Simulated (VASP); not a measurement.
Set up this calculation in VASP 6.6.1, as the native input.

| Property | Result |
| --- | --- |
| Task | single point |
| Functional | PBE |
| Potentials or basis | VASP PAW PBE potentials, release 64 (Be, H) |
| Cutoff | 520 eV |
| k mesh | 6 × 4 × 1 |
| Occupations | gaussian, width 0.1 eV |
| Spin | no spin polarisation |
| Dipole correction | yes |
| Further INCAR settings | LREAL = Auto; ALGO = Normal; EDIFF = 1e-06; NBANDS = 42 |

The structure of Be24H lies in POSCAR:

```
Be24H
1.0
    4.5254381414      0.0000000000      0.0000000000
    0.0000000000      7.1336190818      0.0000000000
    0.0000000000      0.0000000000     19.8685529777
Be H
24 1
Direct
    0.0000000000      0.3750000000      0.2013231665
    0.0000000000      0.8750000000      0.2013231665
    0.5000000000      0.3750000000      0.2013231665
    0.5000000000      0.8750000000      0.2013231665
    0.2500000000      0.1250000000      0.2341987732
    0.2500000000      0.6250000000      0.2341987732
    0.7500000000      0.1250000000      0.2341987732
    0.7500000000      0.6250000000      0.2341987732
    0.2500000000      0.3750000000      0.2999499865
    0.2500000000      0.8750000000      0.2999499865
    0.7500000000      0.3750000000      0.2999499865
    0.7500000000      0.8750000000      0.2999499865
    0.0000000000      0.1250000000      0.3268353583
    0.0000000000      0.6250000000      0.3268353583
    0.5000000000      0.1250000000      0.3268353583
    0.5000000000      0.6250000000      0.3268353583
    0.0000000000      0.3750000000      0.3993099146
    0.0000000000      0.8750000000      0.3993099146
    0.5000000000      0.3750000000      0.3993099146
    0.5000000000      0.8750000000      0.3993099146
    0.2500000000      0.1250000000      0.4211958962
    0.2500000000      0.6250000000      0.4211958962
    0.7500000000      0.1250000000      0.4211958962
    0.7500000000      0.6250000000      0.4211958962
    0.2500000000      0.1875000000      0.4869425855
```

These files were run (other wordings do the same):

INCAR

```
  PREC = Accurate
  ENCUT = 520
  EDIFF = 1E-6
  ISMEAR = 0
  SIGMA = 0.1
  LREAL = Auto
  LASPH = T
  NELM = 60
  ALGO = Normal
  ISIF = 2
  LWAVE = F
  LCHARG = F
  LDIPOL = T
  IDIPOL = 3
  DIPOL = 0.5 0.5 0.321
  GGA = PE
  NBANDS = 42
```

KPOINTS

```
regular mesh
0
Gamma
  6 4 1
```

Potentials or basis: VASP PAW PBE potentials, release 64 (Be, H).

Run with:

```bash
$ cat potpaw_PBE.64/Be/POTCAR potpaw_PBE.64/H/POTCAR > POTCAR
$ mpirun -np 1 vasp_std > vasp.out
```

Results of the run:

```json
{"Largest force": "0.799 eV/Å", "Band gap on the k mesh": "zero (an odd number of electrons rules out a gap without spin polarisation)"}
```

Run time: 17 min on 1 thread of Oxide Virtual Turin-like Processor, on a shared host, peak memory 0.64 GiB.
